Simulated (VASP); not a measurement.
# MgB2 (P6/mmm) in VASP: a series of runs

MgB2 is run at these levels: r2SCAN; tasks: single point.

Everything below comes from runs of VASP 6.6.1. Logs are shortened: lines on timing, memory, paths and dates and some standing lists are left out, and cuts for length are marked.

**1. The cell of the first run**

The structure is hexagonal, space group P6/mmm (No. 191). The conventional cell has a = 3.088 Å, b = 3.088 Å, c = 3.445 Å, α = 90.00°, β = 90.00°, γ = 120.00°. Mg (site symmetry 6/mmm) has 12 B at 2.48 Å and 6 Mg at 3.09 Å within 3.3 Å. Within 2.5 Å of B (site symmetry -6m2) lie 3 B at 1.78 Å and 6 Mg at 2.48 Å.

**2. Single point, r2SCAN**

Input file POSCAR:

```
MgB2
1.0
    3.0880286500      0.0000000000      0.0000000000
   -1.5440143250      2.6743112585      0.0000000000
    0.0000000000      0.0000000000      3.4450265751
Mg B
1 2
Direct
    0.0000000000      0.0000000000      0.0000000000
    0.3333333333      0.6666666667      0.5000000000
    0.6666666667      0.3333333333      0.5000000000
```

Input file INCAR.step1:

```
SYSTEM = MgB2
PREC = Accurate
ENCUT = 660
ISMEAR = 1
SIGMA = 0.1
LREAL = .FALSE.
LASPH = .TRUE.
NELM = 120
NBANDS = 11
GGA = PE
ALGO = Normal
EDIFF = 1E-5
LWAVE = .TRUE.
LCHARG = .FALSE.
GGA_COMPAT = .FALSE.
```

Input file INCAR.step2:

```
SYSTEM = MgB2
PREC = Accurate
ENCUT = 660
EDIFF = 1E-6
ISMEAR = 1
SIGMA = 0.1
LREAL = .FALSE.
LASPH = .TRUE.
NELM = 120
ALGO = Normal
ISIF = 2
LWAVE = .FALSE.
LCHARG = .FALSE.
METAGGA = R2SCAN
LMIXTAU = .TRUE.
NBANDS = 11
ISTART = 1
GGA_COMPAT = .FALSE.
```

Input file KPOINTS:

```
regular mesh
0
G
  6 6 5
  0 0 0
```

Potentials or basis: VASP PAW PBE potentials, release 64 (Mg, B).

Started as:

```sh
$ cat potpaw_PBE.64/Mg/POTCAR potpaw_PBE.64/B/POTCAR > POTCAR
$ cp INCAR.step1 INCAR
$ mpirun -np 1 vasp_std > vasp.out
$ cp INCAR.step2 INCAR
$ mpirun -np 1 vasp_std > vasp.out
```

OUTCAR:

```text
SYSTEM = MgB2
   PREC = Accurate
   ENCUT = 660
   EDIFF = 1E-6
   ISMEAR = 1
   LREAL = .FALSE.
   LASPH = .TRUE.
   NELM = 120
   ISIF = 2
   METAGGA = R2SCAN
   ISTART = 1

 ion  position               nearest neighbor table
   1  0.000  0.000  0.000-   2 2.48   3 2.48   2 2.48   3 2.48   2 2.48   2 2.48   3 2.48   3 2.48
                             3 2.48   3 2.48   2 2.48   2 2.48
   2  0.333  0.667  0.500-   3 1.78   3 1.78   3 1.78   1 2.48   1 2.48   1 2.48   1 2.48   1 2.48
                             1 2.48
   3  0.667  0.333  0.500-   2 1.78   2 1.78   2 1.78   1 2.48   1 2.48   1 2.48   1 2.48   1 2.48
                             1 2.48

  LATTYP: Found a hexagonal cell.
 ALAT       =     3.0880286500
 C/A-ratio  =     1.1156070638

  Lattice vectors:

 A1 = (   3.0880286500,   0.0000000000,   0.0000000000)
 A2 = (  -1.5440143250,   2.6743112585,   0.0000000000)
 A3 = (   0.0000000000,   0.0000000000,   3.4450265751)

Analysis of symmetry for initial positions (statically):
=====================================================================
 Subroutine PRICEL returns:
 Original cell was already a primitive cell.

 Routine SETGRP: Setting up the symmetry group for a
 hexagonal supercell.

 Subroutine GETGRP returns: Found 24 space group operations
 (whereof 24 operations were pure point group operations)
 out of a pool of 24 trial point group operations.

The static configuration has the point symmetry D_6h.

Analysis of symmetry for dynamics (positions and initial velocities):
=====================================================================
 Subroutine PRICEL returns:
 Original cell was already a primitive cell.

 Routine SETGRP: Setting up the symmetry group for a
 hexagonal supercell.

 Subroutine GETGRP returns: Found 24 space group operations
 (whereof 24 operations were pure point group operations)
 out of a pool of 24 trial point group operations.

The dynamic configuration has the point symmetry D_6h.

 Subroutine INISYM returns: Found 24 space group operations
 (whereof 24 operations are pure point group operations),
 and found     1 'primitive' translations

----------------------------------------------------------------------------------------

                                     Primitive cell

  volume of cell :      28.4502

  direct lattice vectors                    reciprocal lattice vectors
     3.088028650  0.000000000  0.000000000     0.323831192  0.186964026  0.000000000
    -1.544014325  2.674311258  0.000000000     0.000000000  0.373928052  0.000000000
     0.000000000  0.000000000  3.445026575     0.000000000  0.000000000  0.290273523

  length of vectors
     3.088028650  3.088028650  3.445026575     0.373928052  0.373928052  0.290273523

  position of ions in fractional coordinates (direct lattice)
     0.000000000  0.000000000  0.000000000
     0.333333333  0.666666667  0.500000000
     0.666666667  0.333333333  0.500000000

  ion indices of the primitive-cell ions
   primitive index   ion index
                 1           1
                 2           2
                 3           3

----------------------------------------------------------------------------------------

 KPOINTS: regular mesh

Automatic generation of k-mesh.
 Grid dimensions read from file:
 generate k-points for:    6    6    5

 Generating k-lattice:

  Cartesian coordinates                     Fractional coordinates (reciprocal lattice)
     0.053971865  0.031160671  0.000000000     0.166666667 -0.000000000  0.000000000
     0.000000000  0.062321342  0.000000000     0.000000000  0.166666667  0.000000000
     0.000000000  0.000000000  0.058054705     0.000000000  0.000000000  0.200000000

  Length of vectors
     0.062321342  0.062321342  0.058054705

  Shift w.r.t. Gamma in fractional coordinates (k-lattice)
     0.000000000  0.000000000  0.000000000

 Subroutine IBZKPT returns following result:
 ===========================================

 Found     21 irreducible k-points:

 Following reciprocal coordinates:
            Coordinates               Weight
  0.000000  0.000000  0.000000      1.000000
  0.166667  0.000000  0.000000      6.000000
  0.333333  0.000000  0.000000      6.000000
  0.500000  0.000000  0.000000      3.000000
  0.166667  0.166667  0.000000      6.000000
  0.333333  0.166667  0.000000     12.000000
[... 13 lines left out ...]
  0.333333  0.166667  0.400000     24.000000
  0.333333  0.333333  0.400000      4.000000
   k-points           NKPTS =     21   k-points in BZ     NKDIM =     21   number of bands    NBANDS=     11
   number of dos      NEDOS =    301   number of ions     NIONS =      3
   total plane-waves  NPLWV =  23520
   dimension x,y,z NGX =    28 NGY =   28 NGZ =   30
   dimension x,y,z NGXF=    56 NGYF=   56 NGZF=   60
   ions per type =               1   2
   NGX,Y,Z   is equivalent  to a cutoff of  15.07, 15.07, 14.48 a.u.
   NGXF,Y,Z  is equivalent  to a cutoff of  30.15, 30.15, 28.95 a.u.
 SYSTEM =  MgB2
   PREC   = accura    normal or accurate (medium, high low for compatibility)
   ISTART =      1    job   : 0-new  1-cont  2-samecut
   ICHARG =      0    charge: 1-file 2-atom 10-const
   ISPIN  =      1    spin polarized calculation?
   LNONCOLLINEAR =      F non collinear calculations
   LSORBIT =      F    spin-orbit coupling
   LASPH  =      T    aspherical Exc in radial PAW
   ENCUT  =  660.0 eV  48.51 Ry    6.96 a.u.   6.47  6.47  7.22*2*pi/ulx,y,z
   NELM   =    120;   NELMIN=  2; NELMDL=  0     # of ELM steps
   EDIFF  = 0.1E-05   stopping-criterion for ELM
   LREAL  =      F    real-space projection
   EDIFFG = 0.1E-04   stopping-criterion for IOM
   NSW    =      0    number of steps for IOM
   IBRION =     -1    ionic relax: 0-MD 1-quasi-New 2-CG
   NFREE  =      0    steps in history (QN), initial steepest desc. (CG)
   ISIF   =      2    stress and relaxation
   ISYM   =      2    0-nonsym 1-usesym 2-fastsym
   POTIM  = 0.5000    time-step for ionic-motion
   TEBEG  =    0.0;   TEEND  =   0.0 temperature during run
   PSTRESS=    0.0 pullay stress
   NELECT =       8.0000    total number of electrons
   NUPDOWN=      -1.0000    fix difference up-down
   EMIN   =  10.00;   EMAX   =-10.00  energy-range for DOS
   EFERMI =   0.00;   METHOD = LEGACY
   ISMEAR =     1;   SIGMA  =   0.10  broadening in eV -4-tet -1-fermi 0-gaus
   EFERMI_NEDOS =   21; number of points for ismear=-14 and -15
   IALGO  =     38    algorithm
   IMIX   =      4    mixing-type and parameters
     AMIX     =   0.40;   BMIX     =  1.00
     AMIX_MAG =   1.60;   BMIX_MAG =  1.00
  volume/ion in A,a.u.               =       9.48        64.00
  Fermi-wavevector in a.u.,A,eV,Ry     =   1.072530  2.026788 15.651069  1.150321
  Thomas-Fermi vector in A             =   2.208303
   LORBIT       =      0    0 simple, 1 ext, 2 COOP (PROOUT), +10 PAW based schemes
   METAGGA = R2SCAN    functional components
   LHFCALC =     F    Hartree Fock is set to
   AEXX    =    0.0000 exact exchange contribution
   IVDW    =     0    specifies the selected vdW correction
   LEPSILON=     F    determine dielectric tensor
   LRPA    =     F    only Hartree local field effects (RPA)
 non-spin polarized calculation
 Methfessel and Paxton  Order N= 1 SIGMA  =   0.10
  energy-cutoff  :      660.00
  volume of cell :       28.45
 maximum number of plane-waves:      1119
 NGX is ok and might be reduce to    28
   NGX = 13   NGY = 13   NGZ = 15

 number of electron       8.0000000 magnetization

 Free energy of the ion-electron system (eV)
  ---------------------------------------------------
  ext. energy  EPLUGINS =         0.00000000
  ---------------------------------------------------
  free energy    TOTEN  =       -19.39663837 eV

  energy without entropy =      -19.39525984  energy(sigma->0) =      -19.39617886

 E-fermi :   5.3253     XC(G=0): -11.6392

 val. band max:        5.2744224354   @ k =   0.3333   0.1667   0.4000
 cond. band min:       5.5971220479   @ k =   0.3333   0.3333   0.2000
 fundamental gap:      0.3226996125
 Fermi energy:         5.3253318713

 k-point     1 :       0.0000    0.0000    0.0000
  band No.  band energies     occupation
      1      -7.9378      2.00000
      2       2.5109      2.00000
      3       5.6521     -0.00004
      4       5.6521     -0.00004
      5       7.8021      0.00000
      6      11.8459      0.00000
      7      11.8459      0.00000
      8      13.6993      0.00000
      9      16.2453      0.00000
     10      19.1485      0.00000
     11      22.9775      0.00000

 k-point     2 :       0.1667    0.0000    0.0000
  band No.  band energies     occupation
      1      -7.4315      2.00000
      2       3.0001      2.00000
      3       3.4454      2.00000
      4       4.6774      2.00000
      5       8.2099      0.00000
      6      11.4916      0.00000
      7      13.8537      0.00000
      8      14.5116      0.00000
      9      14.8890      0.00000
     10      21.2289      0.00000
     11      21.3364      0.00000

 k-point     3 :       0.3333    0.0000    0.0000
  band No.  band energies     occupation
      1      -5.9396      2.00000
      2      -0.1821      2.00000
      3       3.4223      2.00000
      4       4.3957      2.00000
      5       9.1479      0.00000
      6      10.9183      0.00000
      7      11.1132      0.00000
      8      15.0962      0.00000
      9      17.9682      0.00000
     10      19.8903      0.00000
     11      21.1808      0.00000
[... 225 lines left out ...]
 k-point    20 :       0.3333    0.1667    0.4000
  band No.  band energies     occupation
      1      -3.5358      2.00000
      2      -0.7723      2.00000
      3       1.6189      2.00000
      4       1.8325      2.00000
      5       5.2744      1.75010
      6      11.6935      0.00000
      7      13.5676      0.00000
      8      17.9705      0.00000
      9      18.8958      0.00000
     10      19.8899      0.00000
     11      21.9601      0.00000

 k-point    21 :       0.3333    0.3333    0.4000
  band No.  band energies     occupation
      1      -1.6694      2.00000
      2      -1.6694      2.00000
      3      -0.1833      2.00000
      4       3.5516      2.00000
      5       3.5516      2.00000
      6       9.9826      0.00000
      7      17.6517      0.00000
      8      17.6517      0.00000
      9      17.8825      0.00000
     10      20.5418      0.00000
     11      20.5418      0.00000

------------------------ aborting loop because EDIFF is reached ----------------------------------------

  FORCE on cell =-STRESS in cart. coord.  units (eV):
  Direction    XX          YY          ZZ          XY          YZ          ZX
  --------------------------------------------------------------------------------------
  -------------------------------------------------------------------------------------
  Total       -0.0570363     -0.0570363     -0.1116514     -0.0000000     -0.0000000     -0.0000000
  in kB       -3.2120041     -3.2120041     -6.2876582     -0.0000000     -0.0000000     -0.0000000
  external PRESSURE =      -4.2372222 kB  Pullay stress =       0.0000000 kB

 VOLUME and BASIS-vectors are now :
 -----------------------------------------------------------------------------
  energy-cutoff  :      660.00
  volume of cell :       28.45
      direct lattice vectors                 reciprocal lattice vectors
     3.088028650  0.000000000  0.000000000     0.323831192  0.186964026  0.000000000
    -1.544014325  2.674311258  0.000000000     0.000000000  0.373928052  0.000000000
     0.000000000  0.000000000  3.445026575     0.000000000  0.000000000  0.290273523

 POSITION                                       TOTAL-FORCE (eV/Angst)
 -----------------------------------------------------------------------------------
      0.00000      0.00000      0.00000         0.000000      0.000000     -0.000000
     -0.00000      1.78287      1.72251        -0.000000      0.000000      0.000000
      1.54401      0.89144      1.72251        -0.000000      0.000000     -0.000000
 -----------------------------------------------------------------------------------
    total drift:                                0.000000      0.000000     -0.000000

  FREE ENERGIE OF THE ION-ELECTRON SYSTEM (eV)
  ---------------------------------------------------
  free  energy   TOTEN  =       -19.3966383730 eV

  energy  without entropy=      -19.3952598372  energy(sigma->0) =      -19.39617886
```

Run time: 25 s. Hardware: 1 thread of Intel Xeon 6975P-C (Granite Rapids), shared host; peak memory 0.17 GiB.

Results:

| Quantity | Value |
| --- | --- |
| Free energy | -19.3966 eV |
| Pressure | -0.4 GPa |
| Band gap on the k mesh | zero (bands 4 and 5 overlap by 3.91 eV) |

Caveat: the k points lie up to 0.39 Å⁻¹ apart, too coarse for converged energies and pressures of a metal; the PAW data sets were made with another functional, which shifts forces and pressure a little.

**3. Single point, r2SCAN**

This run uses another cell than the first one, of 9.67 Å³/atom.

Input file POSCAR:

```
MgB2
1.0
    3.1084797668      0.0000000000      0.0000000000
   -1.5542398834      2.6920224452      0.0000000000
    0.0000000000      0.0000000000      3.4678419855
Mg B
1 2
Direct
    0.0000000000      0.0000000000      0.0000000000
    0.3333333333      0.6666666667      0.5000000000
    0.6666666667      0.3333333333      0.5000000000
```

Input file INCAR.step1:

```
PREC = Accurate ; ENCUT = 660
ISMEAR = 1 ; SIGMA = 0.1
LREAL = F ; LASPH = T
NELM = 120 ; NBANDS = 11
GGA = PE ; ALGO = Normal
EDIFF = 1E-5 ; LWAVE = T
LCHARG = F ; GGA_COMPAT = F
```

Input file INCAR.step2:

```
PREC = Accurate ; ENCUT = 660
EDIFF = 1E-6 ; ISMEAR = 1
SIGMA = 0.1 ; LREAL = F
LASPH = T ; NELM = 120
ALGO = Normal ; ISIF = 2
LWAVE = F ; LCHARG = F
METAGGA = R2SCAN ; LMIXTAU = T
NBANDS = 11 ; ISTART = 1
GGA_COMPAT = F
```

Input file KPOINTS:

```
regular mesh
0
Gamma
  6 6 5
```

Potentials or basis: VASP PAW PBE potentials, release 64 (Mg, B).

Started as:

```sh
$ cat potpaw_PBE.64/Mg/POTCAR potpaw_PBE.64/B/POTCAR > POTCAR
$ cp INCAR.step1 INCAR
$ mpirun -np 1 vasp_std > vasp.out
$ cp INCAR.step2 INCAR
$ mpirun -np 1 vasp_std > vasp.out
```

Run time: 27 s. Hardware: 1 thread of Intel Xeon 6975P-C (Granite Rapids), shared host; peak memory 0.17 GiB.

It converged, with:

* Free energy: -19.3898 eV
* Pressure: -3.5 GPa
* Band gap on the k mesh: zero (bands 4 and 5 overlap by 3.86 eV)

Stress tensor (GPa, compression positive):
```
-3.85  0.00  0.00
 0.00 -3.85  0.00
 0.00  0.00 -2.73
```

Levels at points of the mesh, in eV from the Fermi level:
```tsv
k point	band 1	band 2	band 3	band 4	band 5	band 6	band 7	band 8
(0.00, 0.00, 0.00)	-13.15	-2.79	0.31	0.31	2.42	6.43	6.43	8.15
(0.50, 0.00, 0.00)	-9.18	-8.26	-2.36	0.45	3.51	3.99	6.15	8.17
```

Caveat: the k points lie up to 0.39 Å⁻¹ apart, too coarse for converged energies and pressures of a metal; the PAW data sets were made with another functional, which shifts forces and pressure a little.

[end of part 1 of 2]
